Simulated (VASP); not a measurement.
Here is a VASP 6.6.1 calculation.

Contents of INCAR:

```
PREC     = Accurate       # precision mode
ENCUT    = 520            # plane-wave cutoff, eV
EDIFF    = 1E-7           # SCF threshold, eV
ISMEAR   = 0              # smearing method
SIGMA    = 0.15           # smearing width, eV
LREAL    = F              # projectors in reciprocal space
LASPH    = T              # aspherical terms in the spheres
NELM     = 60             # most SCF steps
ALGO     = Normal         # electronic algorithm
ISIF     = 2              # what is computed and relaxed
LWAVE    = F              # write WAVECAR
LCHARG   = F              # write CHGCAR
GGA      = PS             # functional
NBANDS   = 14             # bands
```

Contents of KPOINTS:

```
regular mesh
0
Gamma
  16 16 16
```

File POSCAR:

```
HfN
1.0
    0.0000000000      2.4548220000      2.4548220000
    2.4548220000      0.0000000000      2.4548220000
    2.4548220000      2.4548220000      0.0000000000
Hf N
1 1
Direct
    0.0000000000      0.0000000000      0.0000000000
    0.6970821874      0.7676392709      0.7676392709
```

Potentials or basis: VASP PAW PBE potentials, release 64 (Hf_pv, N).

The run is started by

```sh
$ cat potpaw_PBE.64/Hf_pv/POTCAR potpaw_PBE.64/N/POTCAR > POTCAR
$ mpirun -np 1 vasp_std > vasp.out
```

(1) What does it give for the largest force?

(2) Estimate the pressure.

Results:

(1) 2.243 eV/Å.

(2) -3.2 GPa.

Caveat: the cell differs from its parent crystal (all N atoms moved +0.150 Å, as atom 2 towards its neighbour atom 1 (Hf) at 2.126 Å); the PAW data sets were made with another functional, which shifts forces and pressure a little.
